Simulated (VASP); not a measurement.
# Zr (P6_3/mmc) in VASP: settings compared

Aim: see how the results for Zr move with the level of theory and the settings. Levels: PBE, RPBE. Tasks: single point.

Program: VASP 6.6.1. These are calculated values, not measurements. Logs are shortened: lines on timing, memory, paths and dates and some standing lists are left out, and cuts for length are marked.

## 1. The cell of the first run

Symmetry: P6_3/mmc, No. 194, hexagonal system. The conventional cell has a = 3.232 Å, b = 3.232 Å, c = 5.147 Å, α = 90.00°, β = 90.00°, γ = 120.00°. Within 4.2 Å of Zr (site symmetry -6m2) lie 12 Zr at 3.18 to 3.23 Å.

## 2. Single point, PBE

The input, INCAR:

```
SYSTEM = Zr
  ALGO = Normal
  EDIFF = 1E-6
  ENCUT = 520
  GGA = PE
  ISIF = 2
  ISMEAR = 0
  LASPH = .TRUE.
  LCHARG = .TRUE.
  LELF = .TRUE.
  LREAL = .FALSE.
  LVHAR = .TRUE.
  LWAVE = .FALSE.
  NBANDS = 19
  NELM = 100
  PREC = Accurate
  SIGMA = 0.015
```

The input, KPOINTS:

```
k-points
0
G
  9 9 5
  0 0 0
```

The input, POSCAR:

```
Zr
1.0
    3.2320000000      0.0000000000      0.0000000000
   -1.6160000000      2.7989941050      0.0000000000
    0.0000000000      0.0000000000      5.1470000000
Zr
2
Direct
    0.6666666667      0.3333333333      0.7500000000
    0.3333333333      0.6666666667      0.2500000000
```

Potentials or basis: VASP PAW PBE potentials, release 64 (Zr_sv).

Command:

```console
> cat potpaw_PBE.64/Zr_sv/POTCAR > POTCAR
> mpirun -np 1 vasp_std > vasp.out
```

OUTCAR:

```text
SYSTEM = Zr
   EDIFF = 1E-6
   ENCUT = 520
   GGA = PE
   ISIF = 2
   ISMEAR = 0
   LASPH = .TRUE.
   LREAL = .FALSE.
   NELM = 100
   PREC = Accurate

 ion  position               nearest neighbor table
   1  0.667  0.333  0.750-   2 3.18   2 3.18   2 3.18   2 3.18   2 3.18   2 3.18
   2  0.333  0.667  0.250-   1 3.18   1 3.18   1 3.18   1 3.18   1 3.18   1 3.18

  LATTYP: Found a hexagonal cell.
 ALAT       =     3.2320000000
 C/A-ratio  =     1.5925123762

  Lattice vectors:

 A1 = (   3.2320000000,   0.0000000000,   0.0000000000)
 A2 = (  -1.6160000000,   2.7989941050,   0.0000000000)
 A3 = (   0.0000000000,   0.0000000000,   5.1470000000)

Analysis of symmetry for initial positions (statically):
=====================================================================
 Subroutine PRICEL returns:
 Original cell was already a primitive cell.

 Routine SETGRP: Setting up the symmetry group for a
 hexagonal supercell.

 Subroutine GETGRP returns: Found 24 space group operations
 (whereof 12 operations were pure point group operations)
 out of a pool of 24 trial point group operations.

The static configuration has the point symmetry D_3d.
 The point group associated with its full space group is D_6h.

Analysis of symmetry for dynamics (positions and initial velocities):
=====================================================================
 Subroutine PRICEL returns:
 Original cell was already a primitive cell.

 Routine SETGRP: Setting up the symmetry group for a
 hexagonal supercell.

 Subroutine GETGRP returns: Found 24 space group operations
 (whereof 12 operations were pure point group operations)
 out of a pool of 24 trial point group operations.

The dynamic configuration has the point symmetry D_3d.
 The point group associated with its full space group is D_6h.

 Subroutine INISYM returns: Found 24 space group operations
 (whereof 12 operations are pure point group operations),
 and found     1 'primitive' translations

----------------------------------------------------------------------------------------

                                     Primitive cell

  volume of cell :      46.5616

  direct lattice vectors                    reciprocal lattice vectors
     3.232000000  0.000000000  0.000000000     0.309405941  0.178635603  0.000000000
    -1.616000000  2.798994105  0.000000000     0.000000000  0.357271206  0.000000000
     0.000000000  0.000000000  5.147000000     0.000000000  0.000000000  0.194287935

  length of vectors
     3.232000000  3.232000000  5.147000000     0.357271206  0.357271206  0.194287935

  position of ions in fractional coordinates (direct lattice)
     0.666666667  0.333333333  0.750000000
     0.333333333  0.666666667  0.250000000

  ion indices of the primitive-cell ions
   primitive index   ion index
                 1           1
                 2           2

----------------------------------------------------------------------------------------

 KPOINTS: k-points

Automatic generation of k-mesh.
 Grid dimensions read from file:
 generate k-points for:    9    9    5

 Generating k-lattice:

  Cartesian coordinates                     Fractional coordinates (reciprocal lattice)
     0.034378438  0.019848400  0.000000000     0.111111111  0.000000000  0.000000000
     0.000000000  0.039696801  0.000000000     0.000000000  0.111111111  0.000000000
     0.000000000  0.000000000  0.038857587     0.000000000  0.000000000  0.200000000

  Length of vectors
     0.039696801  0.039696801  0.038857587

  Shift w.r.t. Gamma in fractional coordinates (k-lattice)
     0.000000000  0.000000000  0.000000000

 Subroutine IBZKPT returns following result:
 ===========================================

 Found     36 irreducible k-points:

 Following reciprocal coordinates:
            Coordinates               Weight
  0.000000  0.000000  0.000000      1.000000
  0.111111  0.000000  0.000000      6.000000
  0.222222  0.000000  0.000000      6.000000
  0.333333  0.000000  0.000000      6.000000
  0.444444  0.000000  0.000000      6.000000
  0.111111  0.111111  0.000000      6.000000
[... 16 lines left out ...]
  0.333333  0.222222  0.200000     24.000000
  0.333333  0.333333  0.200000      4.000000
 [... further k-points ...]
   k-points           NKPTS =     36   k-points in BZ     NKDIM =     36   number of bands    NBANDS=     19
   number of dos      NEDOS =    301   number of ions     NIONS =      2
   total plane-waves  NPLWV =  23040
   dimension x,y,z NGX =    24 NGY =   24 NGZ =   40
   dimension x,y,z NGXF=    48 NGYF=   48 NGZF=   80
   ions per type =               2
   NGX,Y,Z   is equivalent  to a cutoff of  12.34, 12.34, 12.92 a.u.
   NGXF,Y,Z  is equivalent  to a cutoff of  24.69, 24.69, 25.84 a.u.
 SYSTEM =  Zr
   PREC   = accura    normal or accurate (medium, high low for compatibility)
   ISTART =      0    job   : 0-new  1-cont  2-samecut
   ICHARG =      2    charge: 1-file 2-atom 10-const
   ISPIN  =      1    spin polarized calculation?
   LNONCOLLINEAR =      F non collinear calculations
   LSORBIT =      F    spin-orbit coupling
   LASPH  =      T    aspherical Exc in radial PAW
   ENCUT  =  520.0 eV  38.22 Ry    6.18 a.u.   6.01  6.01  9.57*2*pi/ulx,y,z
   NELM   =    100;   NELMIN=  2; NELMDL= -5     # of ELM steps
   EDIFF  = 0.1E-05   stopping-criterion for ELM
   LREAL  =      F    real-space projection
   EDIFFG = 0.1E-04   stopping-criterion for IOM
   NSW    =      0    number of steps for IOM
   IBRION =     -1    ionic relax: 0-MD 1-quasi-New 2-CG
   NFREE  =      0    steps in history (QN), initial steepest desc. (CG)
   ISIF   =      2    stress and relaxation
   ISYM   =      2    0-nonsym 1-usesym 2-fastsym
   POTIM  = 0.5000    time-step for ionic-motion
   TEBEG  =    0.0;   TEEND  =   0.0 temperature during run
   PSTRESS=    0.0 pullay stress
   NELECT =      24.0000    total number of electrons
   NUPDOWN=      -1.0000    fix difference up-down
   EMIN   =  10.00;   EMAX   =-10.00  energy-range for DOS
   EFERMI =   0.00;   METHOD = LEGACY
   ISMEAR =     0;   SIGMA  =   0.01  broadening in eV -4-tet -1-fermi 0-gaus
   EFERMI_NEDOS =   21; number of points for ismear=-14 and -15
   IALGO  =     38    algorithm
   IMIX   =      4    mixing-type and parameters
     AMIX     =   0.40;   BMIX     =  1.00
     AMIX_MAG =   1.60;   BMIX_MAG =  1.00
  volume/ion in A,a.u.               =      23.28       157.11
  Fermi-wavevector in a.u.,A,eV,Ry     =   1.312611  2.480475 23.442130  1.722948
  Thomas-Fermi vector in A             =   2.442991
   LORBIT       =      0    0 simple, 1 ext, 2 COOP (PROOUT), +10 PAW based schemes
   GGA     = PE    functional components
   LHFCALC =     F    Hartree Fock is set to
   AEXX    =    0.0000 exact exchange contribution
   IVDW    =     0    specifies the selected vdW correction
   LEPSILON=     F    determine dielectric tensor
   LRPA    =     F    only Hartree local field effects (RPA)
 non-spin polarized calculation
 Gauss-broadening in eV      SIGMA  =   0.01
  energy-cutoff  :      520.00
  volume of cell :       46.56
 maximum number of plane-waves:      1284
   NGX = 13   NGY = 13   NGZ = 19

 number of electron      24.0000000 magnetization

 Free energy of the ion-electron system (eV)
  ---------------------------------------------------
  ext. energy  EPLUGINS =         0.00000000
  ---------------------------------------------------
  free energy    TOTEN  =       -17.04420381 eV

  energy without entropy =      -17.04370237  energy(sigma->0) =      -17.04395309

 E-fermi :   9.0331     XC(G=0): -11.0828

 val. band max:        9.0302056332   @ k =   0.1111   0.0000   0.4000
 cond. band min:       9.0358558063   @ k =   0.2222   0.2222   0.4000
 fundamental gap:      0.0056501731
 Fermi energy:         9.0331025249

 k-point     1 :       0.0000    0.0000    0.0000
  band No.  band energies     occupation
      1     -39.8511      2.00000
      2     -39.6967      2.00000
      3     -18.3739      2.00000
      4     -17.5038      2.00000
      5     -17.5038      2.00000
      6     -17.3678      2.00000
[... 11 lines left out ...]
     18      11.1267      0.00000
     19      13.4218      0.00000

 k-point     2 :       0.1111    0.0000    0.0000
  band No.  band energies     occupation
      1     -39.8373      2.00000
      2     -39.6910      2.00000
      3     -18.3365      2.00000
      4     -17.5853      2.00000
      5     -17.5304      2.00000
      6     -17.4466      2.00000
[... 11 lines left out ...]
     18      10.8458      0.00000
     19      13.6257      0.00000

 k-point     3 :       0.2222    0.0000    0.0000
  band No.  band energies     occupation
      1     -39.8010      2.00000
      2     -39.6780      2.00000
      3     -18.2336      2.00000
      4     -17.7916      2.00000
      5     -17.6507      2.00000
      6     -17.5943      2.00000
[... 11 lines left out ...]
     18      11.6880      0.00000
     19      13.9628      0.00000

 k-point     4 :       0.3333    0.0000    0.0000
  band No.  band energies     occupation
      1     -39.7558      2.00000
      2     -39.6667      2.00000
      3     -18.0918      2.00000
      4     -18.0248      2.00000
      5     -17.8692      2.00000
      6     -17.6629      2.00000
[... 11 lines left out ...]
     18      12.8888      0.00000
     19      14.1858      0.00000

 k-point     5 :       0.4444    0.0000    0.0000
  band No.  band energies     occupation
      1     -39.7210      2.00000
      2     -39.6644      2.00000
      3     -18.1753      2.00000
      4     -18.0055      2.00000
      5     -17.9649      2.00000
      6     -17.7060      2.00000
[... 11 lines left out ...]
     18      14.2269      0.00000
     19      14.2784      0.00000

 k-point     6 :       0.1111    0.1111    0.0000
  band No.  band energies     occupation
      1     -39.8122      2.00000
      2     -39.6817      2.00000
      3     -18.2663      2.00000
      4     -17.7055      2.00000
      5     -17.6470      2.00000
      6     -17.5269      2.00000
[... 11 lines left out ...]
     18      11.5368      0.00000
     19      13.7950      0.00000

 k-point     7 :       0.2222    0.1111    0.0000
  band No.  band energies     occupation
      1     -39.7713      2.00000
      2     -39.6697      2.00000
      3     -18.1427      2.00000
      4     -17.9074      2.00000
      5     -17.8208      2.00000
      6     -17.6282      2.00000
[... 11 lines left out ...]
     18      12.7564      0.00000
     19      13.9673      0.00000

 k-point     8 :       0.3333    0.1111    0.0000
  band No.  band energies     occupation
      1     -39.7300      2.00000
      2     -39.6641      2.00000
      3     -18.0977      2.00000
      4     -18.0007      2.00000
      5     -17.9510      2.00000
      6     -17.7209      2.00000
[... 256 lines left out ...]
 k-point    20 :       0.3333    0.1111    0.2000
  band No.  band energies     occupation
      1     -39.7237      2.00000
      2     -39.6704      2.00000
      3     -18.1785      2.00000
      4     -18.0361      2.00000
      5     -17.8536      2.00000
      6     -17.7051      2.00000
[... 11 lines left out ...]
     18      13.5936      0.00000
     19      14.4520      0.00000

 k-point    21 :       0.4444    0.1111    0.2000
  band No.  band energies     occupation
      1     -39.7057      2.00000
      2     -39.6698      2.00000
      3     -18.2275      2.00000
      4     -18.0818      2.00000
      5     -17.8440      2.00000
      6     -17.7089      2.00000
[... 11 lines left out ...]
     18      14.0892      0.00000
     19      14.9027      0.00000

 k-point    22 :       0.2222    0.2222    0.2000
  band No.  band energies     occupation
      1     -39.7269      2.00000
      2     -39.6707      2.00000
      3     -18.1172      2.00000
      4     -18.0300      2.00000
      5     -17.8121      2.00000
      6     -17.7592      2.00000
[... 11 lines left out ...]
     18      13.6383      0.00000
     19      14.5423      0.00000

 k-point    23 :       0.3333    0.2222    0.2000
  band No.  band energies     occupation
      1     -39.6987      2.00000
      2     -39.6704      2.00000
      3     -18.1385      2.00000
      4     -18.0501      2.00000
      5     -17.8939      2.00000
      6     -17.7423      2.00000
[... 11 lines left out ...]
     18      14.0440      0.00000
     19      15.4552      0.00000

 k-point    24 :       0.3333    0.3333    0.2000
  band No.  band energies     occupation
      1     -39.6796      2.00000
      2     -39.6796      2.00000
      3     -18.0348      2.00000
      4     -18.0273      2.00000
      5     -18.0273      2.00000
      6     -17.7748      2.00000
[... 11 lines left out ...]
     18      13.3870      0.00000
     19      15.7063      0.00000

 [... further k-points ...]

------------------------ aborting loop because EDIFF is reached ----------------------------------------

  FORCE on cell =-STRESS in cart. coord.  units (eV):
  Direction    XX          YY          ZZ          XY          YZ          ZX
  --------------------------------------------------------------------------------------
  -------------------------------------------------------------------------------------
  Total        0.0712975      0.0712975      0.3943592      0.0000000      0.0000000      0.0000000
  in kB        2.4533389      2.4533389     13.5698507      0.0000000      0.0000000      0.0000000
  external PRESSURE =       6.1588429 kB  Pullay stress =       0.0000000 kB

 VOLUME and BASIS-vectors are now :
 -----------------------------------------------------------------------------
  energy-cutoff  :      520.00
  volume of cell :       46.56
      direct lattice vectors                 reciprocal lattice vectors
     3.232000000  0.000000000  0.000000000     0.309405941  0.178635603  0.000000000
    -1.616000000  2.798994105  0.000000000     0.000000000  0.357271206  0.000000000
     0.000000000  0.000000000  5.147000000     0.000000000  0.000000000  0.194287935

 POSITION                                       TOTAL-FORCE (eV/Angst)
 -----------------------------------------------------------------------------------
      1.61600      0.93300      3.86025         0.000000     -0.000000      0.000000
     -0.00000      1.86600      1.28675        -0.000000      0.000000      0.000000
 -----------------------------------------------------------------------------------
    total drift:                               -0.000000      0.000000     -0.000000

  FREE ENERGIE OF THE ION-ELECTRON SYSTEM (eV)
  ---------------------------------------------------
  free  energy   TOTEN  =       -17.0442038120 eV

  energy  without entropy=      -17.0437023687  energy(sigma->0) =      -17.04395309
```

Wall time 8.3 s (1 thread of Intel Xeon 6975P-C (Granite Rapids), shared host); peak memory 0.16 GiB.

Results:

```
Free energy            : -17.0442 eV
Pressure               : 0.6 GPa
Band gap on the k mesh : zero (bands 12 and 13 overlap by 1.12 eV)
```

## 3. Single point, RPBE

The input, INCAR:

```
SYSTEM = Zr
ALGO = Normal
EDIFF = 1E-7
ENCUT = 520
GGA = RP
ISIF = 2
ISMEAR = 0
LASPH = .TRUE.
LCHARG = .TRUE.
LELF = .TRUE.
LREAL = .FALSE.
LVHAR = .TRUE.
LWAVE = .FALSE.
NBANDS = 19
NELM = 100
PREC = Accurate
SIGMA = 0.1
```

KPOINTS is that of step 2.

POSCAR is that of step 2.

Potentials or basis: VASP PAW PBE potentials, release 64 (Zr_sv).

Command:

```console
> cat potpaw_PBE.64/Zr_sv/POTCAR > POTCAR
> mpirun -np 1 vasp_std > vasp.out
```

It took 8.8 s on 1 thread of Intel Xeon 6975P-C (Granite Rapids), shared host; peak memory 0.16 GiB.

The run converged. Its results:

```yaml
Free_energy: -16.1926 eV
Pressure: 2.7 GPa
Band_gap_on_the_k_mesh: zero (bands 12 and 13 overlap by 1.13 eV)
```

Stress tensor (GPa, compression positive):
```
2.40 0.00 0.00
0.00 2.40 0.00
0.00 0.00 3.33
```

Levels at points of the mesh, in eV from the Fermi level:
```
           k point  band 8  band 9  band 10  band 11  band 12  band 13  band 14  band 15  band 16  band 17
(0.00, 0.00, 0.00)  -26.41   -5.67    -3.05     0.85     0.85     1.00     1.13     1.54     1.54     2.12
```

Caveat: the PAW data sets were made with another functional, which shifts forces and pressure a little.

## 4. Single point, PBE

The input, INCAR:

```
PREC = Accurate ; ENCUT = 520
EDIFF = 1E-6 ; ISMEAR = 0
SIGMA = 0.022 ; LREAL = F
LASPH = T ; NELM = 60
ALGO = Normal ; ISIF = 2
LWAVE = F ; LCHARG = T
GGA = PE ; LELF = T
LVHAR = T ; NBANDS = 19
```

The input, KPOINTS:

```
Automatic mesh
0
Gamma
  9 9 5
```

POSCAR is that of step 3.

Command:

```console
> cat potpaw_PBE.64/Zr_sv/POTCAR > POTCAR
> mpirun -np 1 vasp_std > vasp.out
```

Run time: 8.1 s. Hardware: 1 thread of Intel Xeon 6975P-C (Granite Rapids), shared host; peak memory 0.16 GiB.

Results (log left out):

* Free energy: -17.0445 eV
* Pressure: 0.6 GPa
* Band gap on the k mesh: zero (bands 12 and 13 overlap by 1.12 eV)

Stress tensor (GPa, compression positive):
```
0.25 0.00 0.00
0.00 0.25 0.00
0.00 0.00 1.34
```

Levels at points of the mesh, in eV from the Fermi level:
```tsv
k point	band 10	band 11	band 12	band 13	band 14	band 15
(0.00, 0.00, 0.00)	-3.07	0.82	0.82	0.97	1.13	1.51
```

## 5. Overview

```csv
level,smearing,gap on the mesh (eV),pressure (GPa)
PBE,gaussian 0.015 eV,none,0.6
RPBE,gaussian 0.1 eV,none,2.7
PBE,gaussian 0.022 eV,none,0.6
```

Alike in all rows: task single point; potentials or basis VASP PAW PBE potentials, release 64 (Zr_sv); no spin polarisation; cell as given; k mesh 9 × 9 × 5; cutoff (eV) 520.

The pressure there spans 0.6 GPa (PBE) to 2.7 GPa (RPBE); a positive pressure means that this level wants a larger cell, a negative one a smaller.

Caveats: the PAW data sets were made with another functional, which shifts forces and pressure a little (at least some runs).

Absolute energies hang on the potentials; compare differences alone.
